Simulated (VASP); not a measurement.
# As (Pm-3m) in VASP: notebook

Aim: see how the results for As move with the level of theory and the settings. Levels: HSE06, PBE-based screened hybrid with 25 % exact exchange. Tasks: single point.

All numbers are computed with VASP 6.6.1; they aren't measurements. Logs are shortened: lines on timing, memory, paths and dates and some standing lists are left out, and cuts for length are marked.

## 1. The cell of the first run

The structure is cubic, space group Pm-3m (No. 221). Conventional cell: a = 2.697 Å, b = 2.697 Å, c = 2.697 Å, α = 90.00°, β = 90.00°, γ = 90.00°. Within 3.6 Å of As (site symmetry m-3m) lie 6 As at 2.70 Å.

This isn't the form of As at room conditions, which is rhombohedral.

## 2. Single point, HSE06

File POSCAR:

```
As
1.0
    2.6972708483      0.0000000000      0.0000000000
    0.0000000000      2.6972708483      0.0000000000
    0.0000000000      0.0000000000      2.6972708483
As
1
Direct
    0.5000000000      0.5000000000      0.5000000000
```

File INCAR.step1:

```
  PREC = Accurate
  ENCUT = 520
  EDIFF = 1E-5
  ISMEAR = -1
  SIGMA = 0.05
  LREAL = False
  LASPH = True
  NELM = 100
  ALGO = Normal
  ISIF = 2
  LWAVE = True
  LCHARG = False
  NBANDS = 8
  GGA = PE
```

File INCAR.step2:

```
  PREC = Accurate
  ENCUT = 520
  EDIFF = 1E-6
  ISMEAR = -1
  SIGMA = 0.05
  LREAL = False
  LASPH = True
  NELM = 100
  ALGO = Normal
  ISIF = 2
  LWAVE = False
  LCHARG = False
  GGA = PE
  LHFCALC = True
  HFSCREEN = 0.2079
  PRECFOCK = Normal
  NBANDS = 8
  ISTART = 1
```

File KPOINTS:

```
regular mesh
0
Gamma
  5 5 5
```

Potentials or basis: VASP PAW PBE potentials, release 64 (As).

The run is started by

```bash
$ cat potpaw_PBE.64/As/POTCAR > POTCAR
$ cp INCAR.step1 INCAR
$ mpirun -np 1 vasp_std > vasp.out
$ cp INCAR.step2 INCAR
$ mpirun -np 1 vasp_std > vasp.out
```

OUTCAR:

```text
PREC = Accurate
   ENCUT = 520
   EDIFF = 1E-6
   ISMEAR = -1
   LREAL = False
   LASPH = True
   NELM = 100
   ISIF = 2
   GGA = PE
   LHFCALC = True
   HFSCREEN = 0.2079
   PRECFOCK = Normal
   ISTART = 1

 ion  position               nearest neighbor table
   1  0.500  0.500  0.500-

  LATTYP: Found a simple cubic cell.
 ALAT       =     2.6972708483

  Lattice vectors:

 A1 = (   2.6972708483,   0.0000000000,   0.0000000000)
 A2 = (   0.0000000000,   2.6972708483,   0.0000000000)
 A3 = (   0.0000000000,   0.0000000000,   2.6972708483)

Analysis of symmetry for initial positions (statically):
=====================================================================
 Subroutine PRICEL returns:
 Original cell was already a primitive cell.

 Routine SETGRP: Setting up the symmetry group for a
 simple cubic supercell.

 Subroutine GETGRP returns: Found 48 space group operations
 (whereof 48 operations were pure point group operations)
 out of a pool of 48 trial point group operations.

The static configuration has the point symmetry O_h .

Analysis of symmetry for dynamics (positions and initial velocities):
=====================================================================
 Subroutine PRICEL returns:
 Original cell was already a primitive cell.

 Routine SETGRP: Setting up the symmetry group for a
 simple cubic supercell.

 Subroutine GETGRP returns: Found 48 space group operations
 (whereof 48 operations were pure point group operations)
 out of a pool of 48 trial point group operations.

The dynamic configuration has the point symmetry O_h .

 Subroutine INISYM returns: Found 48 space group operations
 (whereof 48 operations are pure point group operations),
 and found     1 'primitive' translations

----------------------------------------------------------------------------------------

                                     Primitive cell

  volume of cell :      19.6234

  direct lattice vectors                    reciprocal lattice vectors
     2.697270848  0.000000000  0.000000000     0.370745118  0.000000000  0.000000000
     0.000000000  2.697270848  0.000000000     0.000000000  0.370745118  0.000000000
     0.000000000  0.000000000  2.697270848     0.000000000  0.000000000  0.370745118

  length of vectors
     2.697270848  2.697270848  2.697270848     0.370745118  0.370745118  0.370745118

  position of ions in fractional coordinates (direct lattice)
     0.500000000  0.500000000  0.500000000

  ion indices of the primitive-cell ions
   primitive index   ion index
                 1           1

----------------------------------------------------------------------------------------

 KPOINTS: regular mesh

Automatic generation of k-mesh.
 Grid dimensions read from file:
 generate k-points for:    5    5    5

 Generating k-lattice:

  Cartesian coordinates                     Fractional coordinates (reciprocal lattice)
     0.074149024  0.000000000  0.000000000     0.200000000  0.000000000  0.000000000
     0.000000000  0.074149024  0.000000000     0.000000000  0.200000000  0.000000000
     0.000000000  0.000000000  0.074149024     0.000000000  0.000000000  0.200000000

  Length of vectors
     0.074149024  0.074149024  0.074149024

  Shift w.r.t. Gamma in fractional coordinates (k-lattice)
     0.000000000  0.000000000  0.000000000

 Subroutine IBZKPT returns following result:
 ===========================================

 Found     10 irreducible k-points:

 Following reciprocal coordinates:
            Coordinates               Weight
  0.000000  0.000000  0.000000      1.000000
  0.200000  0.000000  0.000000      6.000000
  0.400000  0.000000  0.000000      6.000000
  0.200000  0.200000  0.000000     12.000000
  0.400000  0.200000  0.000000     24.000000
  0.400000  0.400000  0.000000     12.000000
  0.200000  0.200000  0.200000      8.000000
  0.400000  0.200000  0.200000     24.000000
  0.400000  0.400000  0.200000     24.000000
  0.400000  0.400000  0.400000      8.000000
   k-points           NKPTS =     10   k-points in BZ     NKDIM =    125   number of bands    NBANDS=      8
   number of dos      NEDOS =    301   number of ions     NIONS =      1
   total plane-waves  NPLWV =   8000
   dimension x,y,z NGX =    20 NGY =   20 NGZ =   20
   dimension x,y,z NGXF=    40 NGYF=   40 NGZF=   40
   ions per type =               1
   NGX,Y,Z   is equivalent  to a cutoff of  12.33, 12.33, 12.33 a.u.
   NGXF,Y,Z  is equivalent  to a cutoff of  24.65, 24.65, 24.65 a.u.
 SYSTEM =  unknown system
   PREC   = accura    normal or accurate (medium, high low for compatibility)
   ISTART =      1    job   : 0-new  1-cont  2-samecut
   ICHARG =      0    charge: 1-file 2-atom 10-const
   ISPIN  =      1    spin polarized calculation?
   LNONCOLLINEAR =      F non collinear calculations
   LSORBIT =      F    spin-orbit coupling
   LASPH  =      T    aspherical Exc in radial PAW
   ENCUT  =  520.0 eV  38.22 Ry    6.18 a.u.   5.02  5.02  5.02*2*pi/ulx,y,z
   NELM   =    100;   NELMIN=  2; NELMDL=  0     # of ELM steps
   EDIFF  = 0.1E-05   stopping-criterion for ELM
   LREAL  =      F    real-space projection
   EDIFFG = 0.1E-04   stopping-criterion for IOM
   NSW    =      0    number of steps for IOM
   IBRION =     -1    ionic relax: 0-MD 1-quasi-New 2-CG
   NFREE  =      0    steps in history (QN), initial steepest desc. (CG)
   ISIF   =      2    stress and relaxation
   ISYM   =      3    0-nonsym 1-usesym 2-fastsym
   POTIM  = 0.5000    time-step for ionic-motion
   TEBEG  =    0.0;   TEEND  =   0.0 temperature during run
   PSTRESS=    0.0 pullay stress
   NELECT =       5.0000    total number of electrons
   NUPDOWN=      -1.0000    fix difference up-down
   EMIN   =  10.00;   EMAX   =-10.00  energy-range for DOS
   EFERMI =   0.00;   METHOD = LEGACY
   ISMEAR =    -1;   SIGMA  =   0.05  broadening in eV -4-tet -1-fermi 0-gaus
   EFERMI_NEDOS =   21; number of points for ismear=-14 and -15
   IALGO  =     38    algorithm
   IMIX   =      1    mixing-type and parameters
     AMIX     =   0.40;   BMIX     =  1.00
     AMIX_MAG =   1.60;   BMIX_MAG =  1.00
  volume/ion in A,a.u.               =      19.62       132.43
  Fermi-wavevector in a.u.,A,eV,Ry     =   1.037864  1.961278 14.655663  1.077161
  Thomas-Fermi vector in A             =   2.172321
   LORBIT       =      0    0 simple, 1 ext, 2 COOP (PROOUT), +10 PAW based schemes
   GGA     = PE    functional components
   LHFCALC =     T    Hartree Fock is set to
   PRECFOCK=normal    Normal, Fast or Accurate (Low or Medium for compatibility)
   ENCUT4O =  -1.0   cutoff for four orbital integrals eV
   NKREDX  =     1    reduce k-point grid by
   NKREDY  =     1    reduce k-point grid by
   NKREDZ  =     1    reduce k-point grid by
   AEXX    =    0.2500 exact exchange contribution
   HFSCREEN=    0.2079 screening length (either q_TF or 0.3 A-1)
   HFSCREENC=   0.2079 screening length for correlation (either q_TF or 0.3 A-1)
   ENCUTFOCK=  -1.0 apply spherical cutoff to Coloumb kernel
   IVDW    =     0    specifies the selected vdW correction
   LEPSILON=     F    determine dielectric tensor
   LRPA    =     F    only Hartree local field effects (RPA)
 non-spin polarized calculation
  energy-cutoff  :      520.00
  volume of cell :       19.62
 maximum number of plane-waves:       540
  NGX = 16; NGY = 16; NGZ = 16

 number of electron       5.0000001 magnetization

 Free energy of the ion-electron system (eV)
  ---------------------------------------------------
  ext. energy  EPLUGINS =         0.00000000
  ---------------------------------------------------
  free energy    TOTEN  =        -5.29713058 eV

  energy without entropy =       -5.28342443  energy(sigma->0) =       -5.29027750

 E-fermi :   5.9729     XC(G=0):  -8.6884

 val. band max:        5.9390473030   @ k =   0.2000   0.2000   0.0000
 cond. band min:       7.2329637970   @ k =   0.2000   0.2000   0.2000
 fundamental gap:      1.2939164940
 Fermi energy:         5.9728721138

 k-point     1 :       0.0000    0.0000    0.0000
  band No.  band energies     occupation
      1     -10.9411      2.00000
      2      10.5852      0.00000
      3      10.5852      0.00000
      4      10.5852      0.00000
      5      14.8847      0.00000
      6      14.8847      0.00000
      7      17.2756      0.00000
      8      32.0527      0.00000

 k-point     2 :       0.2000    0.0000    0.0000
  band No.  band energies     occupation
      1     -10.1328      2.00000
      2       4.7343      2.00000
      3      11.3011      0.00000
      4      11.3011      0.00000
      5      15.5947      0.00000
      6      17.2141      0.00000
      7      22.3889      0.00000
      8      26.6974      0.00000

 k-point     3 :       0.4000    0.0000    0.0000
  band No.  band energies     occupation
      1      -8.0468      2.00000
      2      -0.9594      2.00000
      3      12.8618      0.00000
      4      12.8618      0.00000
      5      17.3219      0.00000
      6      19.5888      0.00000
      7      22.2682      0.00000
      8      22.2682      0.00000

 k-point     4 :       0.2000    0.2000    0.0000
  band No.  band energies     occupation
      1      -9.3227      2.00000
      2       5.1671      2.00000
      3       5.9390      1.32591
      4      12.0024      0.00000
      5      17.0738      0.00000
      6      20.1085      0.00000
      7      22.8889      0.00000
      8      24.2668      0.00000

 k-point     5 :       0.4000    0.2000    0.0000
  band No.  band energies     occupation
      1      -7.2245      2.00000
      2      -0.1772      2.00000
      3       7.4501      0.00000
      4      13.5261      0.00000
      5      15.3281      0.00000
      6      19.4500      0.00000
      7      22.9352      0.00000
      8      23.8250      0.00000

 k-point     6 :       0.4000    0.4000    0.0000
  band No.  band energies     occupation
      1      -5.0556      2.00000
      2       1.4387      2.00000
      3       1.9345      2.00000
      4      10.3798      0.00000
      5      14.9566      0.00000
      6      21.6566      0.00000
      7      24.4338      0.00000
      8      24.7484      0.00000

 k-point     7 :       0.2000    0.2000    0.2000
  band No.  band energies     occupation
      1      -8.5116      2.00000
      2       5.9253      1.44308
      3       5.9253      1.44305
      4       7.2330      0.00000
      5      19.7667      0.00000
      6      21.4442      0.00000
      7      21.4442      0.00000
      8      23.5859      0.00000

 k-point     8 :       0.4000    0.2000    0.2000
  band No.  band energies     occupation
      1      -6.4037      2.00000
      2       0.5908      2.00000
      3       7.6201      0.00000
      4       8.8480      0.00000
      5      15.6261      0.00000
      6      16.7508      0.00000
      7      22.6806      0.00000
      8      25.0449      0.00000

 k-point     9 :       0.4000    0.4000    0.2000
  band No.  band energies     occupation
      1      -4.2320      2.00000
      2       2.1619      2.00000
      3       2.6673      2.00000
      4      10.0139      0.00000
      5      11.1820      0.00000
      6      17.9561      0.00000
      7      18.2906      0.00000
      8      24.5009      0.00000

 k-point    10 :       0.4000    0.4000    0.4000
  band No.  band energies     occupation
      1      -2.0026      2.00000
      2       3.7822      2.00000
      3       3.7822      2.00000
      4       4.9963      2.00000
      5      12.6797      0.00000
      6      13.4917      0.00000
      7      13.4917      0.00000
      8      19.3154      0.00000

------------------------ aborting loop because EDIFF is reached ----------------------------------------

  FORCE on cell =-STRESS in cart. coord.  units (eV):
  Direction    XX          YY          ZZ          XY          YZ          ZX
  --------------------------------------------------------------------------------------
  -------------------------------------------------------------------------------------
  Total       -0.0676827     -0.0676827     -0.0676827      0.0000000      0.0000000     -0.0000000
  in kB       -5.5260506     -5.5260506     -5.5260506      0.0000000      0.0000000     -0.0000000
  external PRESSURE =      -5.5260506 kB  Pullay stress =       0.0000000 kB

 VOLUME and BASIS-vectors are now :
 -----------------------------------------------------------------------------
  energy-cutoff  :      520.00
  volume of cell :       19.62
      direct lattice vectors                 reciprocal lattice vectors
     2.697270848  0.000000000  0.000000000     0.370745118  0.000000000  0.000000000
     0.000000000  2.697270848  0.000000000     0.000000000  0.370745118  0.000000000
     0.000000000  0.000000000  2.697270848     0.000000000  0.000000000  0.370745118

 POSITION                                       TOTAL-FORCE (eV/Angst)
 -----------------------------------------------------------------------------------
      1.34864      1.34864      1.34864         0.000000      0.000000      0.000000
 -----------------------------------------------------------------------------------
    total drift:                               -0.000007      0.000003     -0.000027

  FREE ENERGIE OF THE ION-ELECTRON SYSTEM (eV)
  ---------------------------------------------------
  free  energy   TOTEN  =        -5.2971305755 eV

  energy  without entropy=       -5.2834244330  energy(sigma->0) =       -5.29027750
```

It took 42 s on 1 thread of Intel Xeon Platinum 8259CL at 2.50GHz (Skylake/Cascade Lake), shared host; peak memory 0.22 GiB.

What came out:

* Free energy: -5.2971 eV
* Pressure: -0.6 GPa
* Band gap on the k mesh: zero (an odd number of electrons rules out a gap without spin polarisation)

Levels at points of the mesh, in eV from the Fermi level:
| k point | band 1 | band 2 | band 3 | band 4 | band 5 | band 6 | band 7 |
| --- | --- | --- | --- | --- | --- | --- | --- |
| (0.00, 0.00, 0.00) | -16.91 | 4.61 | 4.61 | 4.61 | 8.91 | 8.91 | 11.30 |

Caveat: the k points lie up to 0.47 Å⁻¹ apart, too coarse for converged energies and pressures of a metal; the PAW data sets were made with another functional, which shifts forces and pressure a little; an odd number of electrons without spin polarisation forces a metal; a magnetic or distorted state may lie lower.

## 3. Single point, PBE-based screened hybrid with 25 % exact exchange

This run uses another cell than the first one, of 19.76 Å³/atom.

File POSCAR:

```
As
1.0
    2.7036817444      0.0000000000      0.0000000000
    0.0000000000      2.7036817444      0.0000000000
    0.0000000000      0.0000000000      2.7036817444
As
1
Direct
    0.5000000000      0.5000000000      0.5000000000
```

File INCAR.step1:

```
SYSTEM = As
PREC = Accurate ; ENCUT = 520
EDIFF = 1E-5 ; ISMEAR = -1
SIGMA = 0.05 ; LREAL = .False.
LASPH = .True. ; NELM = 60
ALGO = Normal ; ISIF = 2
LWAVE = .True. ; GGA = PE
NBANDS = 8
```

File INCAR.step2:

```
SYSTEM = As
PREC = Accurate ; ENCUT = 520
EDIFF = 1E-6 ; ISMEAR = -1
SIGMA = 0.05 ; LREAL = .False.
LASPH = .True. ; NELM = 60
ALGO = Normal ; ISIF = 2
LWAVE = .False. ; LCHARG = .True.
GGA = PE ; LHFCALC = .True.
AEXX = 0.25 ; HFSCREEN = 0.3
PRECFOCK = Normal ; LELF = .True.
LVHAR = .True. ; ISTART = 1
NBANDS = 8
```

File KPOINTS:

```
Automatic mesh
0
Gamma
  5 5 5
  0 0 0
```

Potentials or basis: VASP PAW PBE potentials, release 64 (As).

The run is started by

```bash
$ cat potpaw_PBE.64/As/POTCAR > POTCAR
$ cp INCAR.step1 INCAR
$ mpirun -np 1 vasp_std > vasp.out
$ cp INCAR.step2 INCAR
$ mpirun -np 1 vasp_std > vasp.out
```

It took 43 s on 1 thread of Intel Xeon Platinum 8259CL at 2.50GHz (Skylake/Cascade Lake), shared host; peak memory 0.22 GiB.

Results (log left out):

```yaml
Free_energy: -5.1221 eV
Pressure: -0.6 GPa
Band_gap_on_the_k_mesh: zero (an odd number of electrons rules out a gap without spin polarisation)
```

Levels at points of the mesh, in eV from the Fermi level:
```csv
k point,band 1,band 2,band 3,band 4,band 5,band 6
"(0.00, 0.00, 0.00)",-16.66,4.48,4.48,4.48,8.80,8.80
```

Caveat: the k points lie up to 0.46 Å⁻¹ apart, too coarse for converged energies and pressures of a metal; the PAW data sets were made with another functional, which shifts forces and pressure a little; an odd number of electrons without spin polarisation forces a metal; a magnetic or distorted state may lie lower.

The gap in the log of VASP goes by the Fermi energy; the results here count the filled bands.